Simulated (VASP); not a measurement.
# HgTe (F-43m) in VASP: a series of runs

Runs on HgTe. Level: PBEsol. Tasks: electric field gradients.

All numbers are computed with VASP 6.6.1; they aren't measurements. Logs are shortened: lines on timing, memory, paths and dates and some standing lists are left out, and cuts for length are marked.

### Step 1. The cell of the first run

Symmetry: F-43m, No. 216, cubic system. Conventional cell: a = 6.447 Å, b = 6.447 Å, c = 6.447 Å, α = 90.00°, β = 90.00°, γ = 90.00°. Within 3.7 Å of Hg (site symmetry -43m) lie 4 Te at 2.79 Å. Te (site symmetry -43m) has 4 Hg at 2.79 Å within 3.7 Å.

### Step 2. Electric field gradients, PBEsol

INCAR reads:

```
  PREC = Accurate
  ENCUT = 520
  EDIFF = 1E-8
  ISMEAR = -1
  SIGMA = 0.05
  LREAL = F
  LASPH = T
  NELM = 60
  ALGO = Normal
  ISIF = 2
  LWAVE = F
  LCHARG = F
  GGA = PS
  LEFG = T
  NBANDS = 16
```

KPOINTS reads:

```
Automatic mesh
0
Gamma
  9 9 9
```

POSCAR reads:

```
HgTe
1.0
    0.0000000000      3.2235000000      3.2235000000
    3.2235000000      0.0000000000      3.2235000000
    3.2235000000      3.2235000000      0.0000000000
Hg Te
1 1
Direct
    0.0000000000      0.0000000000      0.0000000000
    0.7500000000      0.7500000000      0.7500000000
```

Potentials or basis: VASP PAW PBE potentials, release 64 (Hg, Te).

Command:

```sh
> cat potpaw_PBE.64/Hg/POTCAR potpaw_PBE.64/Te/POTCAR > POTCAR
> mpirun -np 1 vasp_std > vasp.out
```

OUTCAR:

```text
PREC = Accurate
   ENCUT = 520
   EDIFF = 1E-8
   ISMEAR = -1
   LREAL = F
   LASPH = T
   NELM = 60
   ISIF = 2
   GGA = PS

 ion  position               nearest neighbor table
   1  0.000  0.000  0.000-   2 2.79   2 2.79   2 2.79   2 2.79
   2  0.750  0.750  0.750-   1 2.79   1 2.79   1 2.79   1 2.79

  LATTYP: Found a face centered cubic cell.
 ALAT       =     6.4470000000

  Lattice vectors:

 A1 = (   0.0000000000,   3.2235000000,   3.2235000000)
 A2 = (   3.2235000000,   0.0000000000,   3.2235000000)
 A3 = (   3.2235000000,   3.2235000000,   0.0000000000)

Analysis of symmetry for initial positions (statically):
=====================================================================
 Subroutine PRICEL returns:
 Original cell was already a primitive cell.

 Routine SETGRP: Setting up the symmetry group for a
 face centered cubic supercell.

 Subroutine GETGRP returns: Found 24 space group operations
 (whereof 24 operations were pure point group operations)
 out of a pool of 48 trial point group operations.

The static configuration has the point symmetry T_d .

Analysis of symmetry for dynamics (positions and initial velocities):
=====================================================================
 Subroutine PRICEL returns:
 Original cell was already a primitive cell.

 Routine SETGRP: Setting up the symmetry group for a
 face centered cubic supercell.

 Subroutine GETGRP returns: Found 24 space group operations
 (whereof 24 operations were pure point group operations)
 out of a pool of 48 trial point group operations.

The dynamic configuration has the point symmetry T_d .

 Subroutine INISYM returns: Found 24 space group operations
 (whereof 24 operations are pure point group operations),
 and found     1 'primitive' translations

----------------------------------------------------------------------------------------

                                     Primitive cell

  volume of cell :      66.9905

  direct lattice vectors                    reciprocal lattice vectors
     0.000000000  3.223500000  3.223500000    -0.155110904  0.155110904  0.155110904
     3.223500000  0.000000000  3.223500000     0.155110904 -0.155110904  0.155110904
     3.223500000  3.223500000  0.000000000     0.155110904  0.155110904 -0.155110904

  length of vectors
     4.558717418  4.558717418  4.558717418     0.268659967  0.268659967  0.268659967

  position of ions in fractional coordinates (direct lattice)
     0.000000000  0.000000000  0.000000000
     0.750000000  0.750000000  0.750000000

  ion indices of the primitive-cell ions
   primitive index   ion index
                 1           1
                 2           2

----------------------------------------------------------------------------------------

 KPOINTS: Automatic mesh

Automatic generation of k-mesh.
 Grid dimensions read from file:
 generate k-points for:    9    9    9

 Generating k-lattice:

  Cartesian coordinates                     Fractional coordinates (reciprocal lattice)
    -0.017234545  0.017234545  0.017234545     0.111111111  0.000000000  0.000000000
     0.017234545 -0.017234545  0.017234545     0.000000000  0.111111111  0.000000000
     0.017234545  0.017234545 -0.017234545     0.000000000  0.000000000  0.111111111

  Length of vectors
     0.029851107  0.029851107  0.029851107

  Shift w.r.t. Gamma in fractional coordinates (k-lattice)
     0.000000000  0.000000000  0.000000000

 Subroutine IBZKPT returns following result:
 ===========================================

 Found     35 irreducible k-points:

 Following reciprocal coordinates:
            Coordinates               Weight
  0.000000  0.000000  0.000000      1.000000
  0.111111  0.000000  0.000000      8.000000
  0.222222  0.000000  0.000000      8.000000
  0.333333  0.000000  0.000000      8.000000
  0.444444  0.000000  0.000000      8.000000
  0.111111  0.111111  0.000000      6.000000
[... 16 lines left out ...]
 -0.333333  0.333333  0.000000     12.000000
  0.444444  0.444444  0.000000      6.000000
 [... further k-points ...]
   k-points           NKPTS =     35   k-points in BZ     NKDIM =     35   number of bands    NBANDS=     16
   number of dos      NEDOS =    301   number of ions     NIONS =      2
   total plane-waves  NPLWV =  46656
   dimension x,y,z NGX =    36 NGY =   36 NGZ =   36
   dimension x,y,z NGXF=    72 NGYF=   72 NGZF=   72
   ions per type =               1   1
   NGX,Y,Z   is equivalent  to a cutoff of  13.13, 13.13, 13.13 a.u.
   NGXF,Y,Z  is equivalent  to a cutoff of  26.26, 26.26, 26.26 a.u.
 SYSTEM =  unknown system
   PREC   = accura    normal or accurate (medium, high low for compatibility)
   ISTART =      0    job   : 0-new  1-cont  2-samecut
   ICHARG =      2    charge: 1-file 2-atom 10-const
   ISPIN  =      1    spin polarized calculation?
   LNONCOLLINEAR =      F non collinear calculations
   LSORBIT =      F    spin-orbit coupling
   LASPH  =      T    aspherical Exc in radial PAW
   ENCUT  =  520.0 eV  38.22 Ry    6.18 a.u.   8.48  8.48  8.48*2*pi/ulx,y,z
   NELM   =     60;   NELMIN=  2; NELMDL= -5     # of ELM steps
   EDIFF  = 0.1E-07   stopping-criterion for ELM
   LREAL  =      F    real-space projection
   EDIFFG = 0.1E-06   stopping-criterion for IOM
   NSW    =      0    number of steps for IOM
   IBRION =     -1    ionic relax: 0-MD 1-quasi-New 2-CG
   NFREE  =      0    steps in history (QN), initial steepest desc. (CG)
   ISIF   =      2    stress and relaxation
   ISYM   =      2    0-nonsym 1-usesym 2-fastsym
   POTIM  = 0.5000    time-step for ionic-motion
   TEBEG  =    0.0;   TEEND  =   0.0 temperature during run
   PSTRESS=    0.0 pullay stress
   NELECT =      18.0000    total number of electrons
   NUPDOWN=      -1.0000    fix difference up-down
   EMIN   =  10.00;   EMAX   =-10.00  energy-range for DOS
   EFERMI =   0.00;   METHOD = LEGACY
   ISMEAR =    -1;   SIGMA  =   0.05  broadening in eV -4-tet -1-fermi 0-gaus
   EFERMI_NEDOS =   21; number of points for ismear=-14 and -15
   IALGO  =     38    algorithm
   IMIX   =      4    mixing-type and parameters
     AMIX     =   0.40;   BMIX     =  1.00
     AMIX_MAG =   1.60;   BMIX_MAG =  1.00
  volume/ion in A,a.u.               =      33.50       226.04
  Fermi-wavevector in a.u.,A,eV,Ry     =   1.056399  1.996305 15.183815  1.115979
  Thomas-Fermi vector in A             =   2.191633
   LORBIT       =      0    0 simple, 1 ext, 2 COOP (PROOUT), +10 PAW based schemes
   GGA     = PS    functional components
   LHFCALC =     F    Hartree Fock is set to
   AEXX    =    0.0000 exact exchange contribution
   IVDW    =     0    specifies the selected vdW correction
   LEPSILON=     F    determine dielectric tensor
   LRPA    =     F    only Hartree local field effects (RPA)
 non-spin polarized calculation
  energy-cutoff  :      520.00
  volume of cell :       66.99
 maximum number of plane-waves:      1823
 NGX is ok and might be reduce to    36
   NGX = 17   NGY = 17   NGZ = 17

 number of electron      18.0000001 magnetization

 Free energy of the ion-electron system (eV)
  ---------------------------------------------------
  ext. energy  EPLUGINS =         0.00000000
  ---------------------------------------------------
  free energy    TOTEN  =        -4.36654083 eV

  energy without entropy =       -4.36608366  energy(sigma->0) =       -4.36631224

 E-fermi :   3.0984     XC(G=0):  -8.9735

 val. band max:        3.0372581767   @ k =   0.0000   0.0000   0.0000
 cond. band min:       3.6086495676   @ k =   0.1111   0.0000   0.0000
 fundamental gap:      0.5713913910
 Fermi energy:         3.0984457838

 k-point     1 :       0.0000    0.0000    0.0000
  band No.  band energies     occupation
      1      -9.0445      2.00000
      2      -4.3566      2.00000
      3      -4.3566      2.00000
      4      -4.3566      2.00000
      5      -3.8111      2.00000
      6      -3.8111      2.00000
[... 8 lines left out ...]
     15      12.5865      0.00000
     16      12.5865      0.00000

 k-point     2 :       0.1111    0.0000    0.0000
  band No.  band energies     occupation
      1      -8.9815      2.00000
      2      -4.3390      2.00000
      3      -4.3390      2.00000
      4      -4.3359      2.00000
      5      -3.8131      2.00000
      6      -3.8131      2.00000
[... 8 lines left out ...]
     15      11.7952      0.00000
     16      11.7952      0.00000

 k-point     3 :       0.2222    0.0000    0.0000
  band No.  band energies     occupation
      1      -8.8156      2.00000
      2      -4.2968      2.00000
      3      -4.2968      2.00000
      4      -4.2453      2.00000
      5      -3.8138      2.00000
      6      -3.8138      2.00000
[... 8 lines left out ...]
     15      11.4529      0.00000
     16      11.4529      0.00000

 k-point     4 :       0.3333    0.0000    0.0000
  band No.  band energies     occupation
      1      -8.6146      2.00000
      2      -4.2553      2.00000
      3      -4.2553      2.00000
      4      -4.0148      2.00000
      5      -3.8049      2.00000
      6      -3.8049      2.00000
[... 8 lines left out ...]
     15      11.8594      0.00000
     16      11.8594      0.00000

 k-point     5 :       0.4444    0.0000    0.0000
  band No.  band energies     occupation
      1      -8.4759      2.00000
      2      -4.2332      2.00000
      3      -4.2332      2.00000
      4      -3.7920      2.00000
      5      -3.7920      2.00000
      6      -3.6223      2.00000
[... 8 lines left out ...]
     15      12.7841      0.00000
     16      12.7841      0.00000

 k-point     6 :       0.1111    0.1111    0.0000
  band No.  band energies     occupation
      1      -8.9604      2.00000
      2      -4.3506      2.00000
      3      -4.3224      2.00000
      4      -4.3224      2.00000
      5      -3.8241      2.00000
      6      -3.8036      2.00000
[... 8 lines left out ...]
     15      10.9426      0.00000
     16      12.6476      0.00000
[... 267 lines left out ...]
 k-point    21 :       0.4444    0.3333    0.0000
  band No.  band energies     occupation
      1      -8.3466      2.00000
      2      -4.1913      2.00000
      3      -4.0666      2.00000
      4      -4.0393      2.00000
      5      -3.7597      2.00000
      6      -3.6106      2.00000
[... 8 lines left out ...]
     15      13.4298      0.00000
     16      14.6041      0.00000

 k-point    22 :      -0.4444    0.3333    0.0000
  band No.  band energies     occupation
      1      -8.2822      2.00000
      2      -4.1707      2.00000
      3      -4.0656      2.00000
      4      -3.9540      2.00000
      5      -3.7762      2.00000
      6      -3.3460      2.00000
[... 8 lines left out ...]
     15      13.0051      0.00000
     16      14.6235      0.00000

 k-point    23 :      -0.3333    0.3333    0.0000
  band No.  band energies     occupation
      1      -8.3041      2.00000
      2      -4.1753      2.00000
      3      -4.1054      2.00000
      4      -3.8747      2.00000
      5      -3.8034      2.00000
      6      -3.3739      2.00000
[... 8 lines left out ...]
     15      12.0367      0.00000
     16      14.7380      0.00000

 k-point    24 :       0.4444    0.4444    0.0000
  band No.  band energies     occupation
      1      -8.2764      2.00000
      2      -4.1903      2.00000
      3      -4.0186      2.00000
      4      -4.0186      2.00000
      5      -3.7486      2.00000
      6      -3.4667      2.00000
[... 8 lines left out ...]
     15      13.2889      0.00000
     16      14.7876      0.00000

 [... further k-points ...]

------------------------ aborting loop because EDIFF is reached ----------------------------------------

  FORCE on cell =-STRESS in cart. coord.  units (eV):
  Direction    XX          YY          ZZ          XY          YZ          ZX
  --------------------------------------------------------------------------------------
  -------------------------------------------------------------------------------------
  Total        0.6050857      0.6050857      0.6050857     -0.0000000      0.0000000     -0.0000000
  in kB       14.4715313     14.4715313     14.4715313     -0.0000000      0.0000000     -0.0000000
  external PRESSURE =      14.4715313 kB  Pullay stress =       0.0000000 kB

 VOLUME and BASIS-vectors are now :
 -----------------------------------------------------------------------------
  energy-cutoff  :      520.00
  volume of cell :       66.99
      direct lattice vectors                 reciprocal lattice vectors
     0.000000000  3.223500000  3.223500000    -0.155110904  0.155110904  0.155110904
     3.223500000  0.000000000  3.223500000     0.155110904 -0.155110904  0.155110904
     3.223500000  3.223500000  0.000000000     0.155110904  0.155110904 -0.155110904

 POSITION                                       TOTAL-FORCE (eV/Angst)
 -----------------------------------------------------------------------------------
      0.00000      0.00000      0.00000        -0.000000      0.000000     -0.000000
      4.83525      4.83525      4.83525         0.000000     -0.000000      0.000000
 -----------------------------------------------------------------------------------
    total drift:                                0.000000      0.000000      0.000000

  FREE ENERGIE OF THE ION-ELECTRON SYSTEM (eV)
  ---------------------------------------------------
  free  energy   TOTEN  =        -4.3665408293 eV

  energy  without entropy=       -4.3660836576  energy(sigma->0) =       -4.36631224

 Electric field gradients (V/A^2)
---------------------------------------------------------------------
 ion       V_xx      V_yy      V_zz      V_xy      V_xz      V_yz
---------------------------------------------------------------------
   1      -0.000    -0.000    -0.000    -0.000    -0.000    -0.000
   2       0.000     0.000    -0.000    -0.000    -0.000    -0.000
---------------------------------------------------------------------

 Electric field gradients after diagonalization (V/A^2)
 (convention: |V_zz| > |V_xx| > |V_yy|)
----------------------------------------------------------------------
 ion       V_xx      V_yy      V_zz     asymmetry (V_yy - V_xx)/ V_zz
----------------------------------------------------------------------
   1       0.000     0.000    -0.001       0.000
   2       0.000     0.000    -0.000       0.000
----------------------------------------------------------------------

           NMR quadrupolar parameters

 Cq : quadrupolar parameter    Cq=e*Q*V_zz/h
 eta: asymmetry parameters     (V_yy - V_xx)/ V_zz
 Q  : nuclear electric quadrupole moment in mb (millibarn)
----------------------------------------------------------------------
 ion       Cq(MHz)       eta       Q (mb)
----------------------------------------------------------------------
   1      -0.000       0.000       1.000
   2      -0.000       0.000       1.000
----------------------------------------------------------------------
```

Wall time 35 s (1 thread of Intel Xeon Platinum 8375C at 2.90GHz (Ice Lake), shared host); peak memory 0.21 GiB.

What came out:

```yaml
Free_energy: -4.3665 eV
Pressure: 1.4 GPa
Band_gap_on_the_k_mesh: zero (filled and empty bands touch)
```

Levels at points of the mesh, in eV from the Fermi level:
```
           k point  band 5  band 6  band 7  band 8  band 9  band 10  band 11  band 12  band 13  band 14
(0.00, 0.00, 0.00)   -6.91   -6.91   -0.85   -0.06   -0.06    -0.06     4.10     4.10     4.10     6.24
```

Caveat: without QUAD_EFG the Cq values of the log hold for a quadrupole moment of 1 mb, not for the nuclei; the PAW data sets were made with another functional, which shifts forces and pressure a little; spin-orbit coupling is left out, which moves the levels of the heavy elements.

(Part 1 of 3 ends here.)
